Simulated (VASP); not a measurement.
Write the native input for VASP 6.6.1 that does the following.

```
Task                   : single point
Functional             : PBE
Potentials or basis    : VASP PAW PBE potentials, release 64 (Ti_sv, P, O)
Cutoff                 : 520 eV
k mesh                 : 10 × 10 × 4
Occupations            : fermi-dirac, width 0.05 eV
Spin                   : no spin polarisation
Dipole correction      : no
Further INCAR settings : ALGO = Normal; EDIFF = 1e-06; NBANDS = 36
```

The structure of Ti3PO2 lies in POSCAR:

```
Ti3PO2
1.0
    3.1724101510      0.0000000000      0.0000000000
   -1.5862050755      2.7473877820      0.0000000000
    0.0000000000      0.0000000000      8.0228210000
Ti P O
3 1 2
Direct
    0.0000000000      0.0000000000      0.0000000000
    0.6666666667      0.3333333333      0.2932440000
    0.3333333333      0.6666666667      0.7067560000
    0.0000000000      0.0000000000      0.5000000000
    0.6666666667      0.3333333333      0.8577430000
    0.3333333333      0.6666666667      0.1422570000
```

These files were run (other wordings do the same):

INCAR

```
SYSTEM = Ti3PO2
PREC = Accurate
ENCUT = 520
EDIFF = 1E-6
ISMEAR = -1
SIGMA = 0.05
LREAL = .False.
LASPH = .True.
NELM = 60
ALGO = Normal
ISIF = 2
LWAVE = .False.
LCHARG = .False.
GGA = PE
NBANDS = 36
```

KPOINTS

```
regular mesh
0
Gamma
  10 10 4
  0 0 0
```

Potentials or basis: VASP PAW PBE potentials, release 64 (Ti_sv, P, O).

The run is started by

```bash
$ cat potpaw_PBE.64/Ti_sv/POTCAR potpaw_PBE.64/P/POTCAR potpaw_PBE.64/O/POTCAR > POTCAR
$ mpirun -np 1 vasp_std > vasp.out
```

Results of the run:

```yaml
Pressure: -0.2 GPa
Largest_force: 0.054 eV/Å
Band_gap_on_the_k_mesh: zero (an odd number of electrons rules out a gap without spin polarisation)
```

Caveat: an odd number of electrons without spin polarisation forces a metal; a magnetic or distorted state may lie lower.

It took 2.1 min on 1 thread of Intel(R) Xeon(R) Platinum 8559C (Emerald Rapids), with other jobs on the host, peak memory 0.24 GiB.
